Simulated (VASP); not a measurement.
Set up this calculation in VASP 6.6.1, as the native input.

| Property | Result |
| --- | --- |
| Task | single point |
| Functional | PBEsol |
| Potentials or basis | VASP PAW PBE potentials, release 64 (Si, N) |
| Cutoff | 520 eV |
| k mesh | 8 × 6 × 1 |
| Occupations | gaussian, width 0.05 eV |
| Spin | no spin polarisation |
| Dipole correction | yes |
| Further INCAR settings | ALGO = Normal; EDIFF = 1e-07; NBANDS = 32 |

The structure of Si4N lies in POSCAR:

```
Si4N
1.0
    3.8417168286      0.0000000000      0.0000000000
    0.0000000000      5.4330080418      0.0000000000
    0.0000000000      0.0000000000     25.8625752429
Si N
8 2
Direct
    0.5000000000      0.0000000000      0.3286602328
    0.0000000000      0.2500000000      0.3286602328
    0.0000000000      0.5000000000      0.4029319709
    0.5000000000      0.7500000000      0.4029319709
    0.5000000000     -0.0077673565      0.4796782503
    0.0000000000      0.2397929956      0.4751129112
    0.0000000000      0.5495994865      0.5393024487
    0.5000000000      0.7871177564      0.5605534235
    0.0000000000      0.3397104944      0.5963998691
    0.0000000000      0.1891797903      0.6260795746
```

One way to write it, as run:

INCAR

```
PREC     = Accurate       # precision mode
ENCUT    = 520            # plane-wave cutoff, eV
EDIFF    = 1E-7           # SCF threshold, eV
ISMEAR   = 0              # smearing method
SIGMA    = 0.05           # smearing width, eV
LREAL    = False          # projectors in reciprocal space
LASPH    = True           # aspherical terms in the spheres
NELM     = 60             # most SCF steps
ALGO     = Normal         # electronic algorithm
ISIF     = 2              # what is computed and relaxed
LWAVE    = False          # write WAVECAR
LCHARG   = True           # write CHGCAR
LDIPOL   = True         
IDIPOL   = 3            
DIPOL    = 0.5 0.5 0.474
GGA      = PS             # functional
LELF     = True           # ELF
LVHAR    = True         
LVACPOTAV= True         
NBANDS   = 32             # bands
```

KPOINTS

```
regular mesh
0
Gamma
  8 6 1
```

Potentials or basis: VASP PAW PBE potentials, release 64 (Si, N).

The run is started by

```console
$ cat potpaw_PBE.64/Si/POTCAR potpaw_PBE.64/N/POTCAR > POTCAR
$ mpirun -np 1 vasp_std > vasp.out
```

It gave:

The largest force is 1.376 eV/Å and the band gap on the k mesh is zero (bands 21 and 22 overlap by 0.15 eV).

Caveat: the standard files for N, O and F lose accuracy on very short bonds; the PAW data sets were made with another functional, which shifts forces and pressure a little.

Run time: 7.1 min on 1 thread of Intel(R) Xeon(R) 6975P-C (Granite Rapids) (shared host), peak memory 0.63 GiB.
